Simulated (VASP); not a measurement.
Wanted: the native input for a VASP 6.6.1 run.

- Task: single point
- Functional: PBE
- Potentials or basis: VASP PAW PBE potentials, release 64 (Sc_sv, Al)
- Cutoff: 520 eV
- k mesh: 12 × 12 × 12
- Occupations: gaussian, width 0.15 eV
- Spin: no spin polarisation
- Dipole correction: no
- Further INCAR settings: ALGO = Fast; EDIFF = 1e-06; NBANDS = 18

The structure of ScAl3 lies in POSCAR:

```
ScAl3
1.0
    4.4337570436      0.0000000000      0.0000000000
    0.0000000000      4.4337570436      0.0000000000
    0.0000000000      0.0000000000      4.2695438197
Sc Al
1 3
Direct
    0.0000000000      0.0000000000      0.0000000000
    0.5000000000      0.0000000000      0.5000000000
    0.0000000000      0.5000000000      0.5000000000
    0.5000000000      0.5000000000      0.0000000000
```

This cell differs from its parent crystal: strain +0.080 along x and y, +0.040 along z.

One way to write it, as run:

INCAR

```
SYSTEM = ScAl3
ALGO = Fast
EDIFF = 1E-6
ENCUT = 520
GGA = PE
ISIF = 2
ISMEAR = 0
LASPH = .True.
LCHARG = .False.
LREAL = .False.
LWAVE = .False.
NBANDS = 18
NELM = 60
PREC = Accurate
SIGMA = 0.15
```

KPOINTS

```
k-points
0
Gamma
  12 12 12
  0 0 0
```

Potentials or basis: VASP PAW PBE potentials, release 64 (Sc_sv, Al).

The run is started by

```sh
$ cat potpaw_PBE.64/Sc_sv/POTCAR potpaw_PBE.64/Al/POTCAR > POTCAR
$ mpirun -np 1 vasp_std > vasp.out
```

Results of the run:

```json
{
  "Pressure": "-10.9 GPa",
  "Band gap on the k mesh": "zero (bands 10 and 11 overlap by 2.99 eV)"
}
```

Caveat: the cell differs from its parent crystal (strain +0.080 along x and y, +0.040 along z); the cell stands under tension.

Wall time 3.3 min on 1 thread of AMD EPYC 9R45 96-Core Processor (Zen 5) (shared host), peak memory 0.37 GiB.
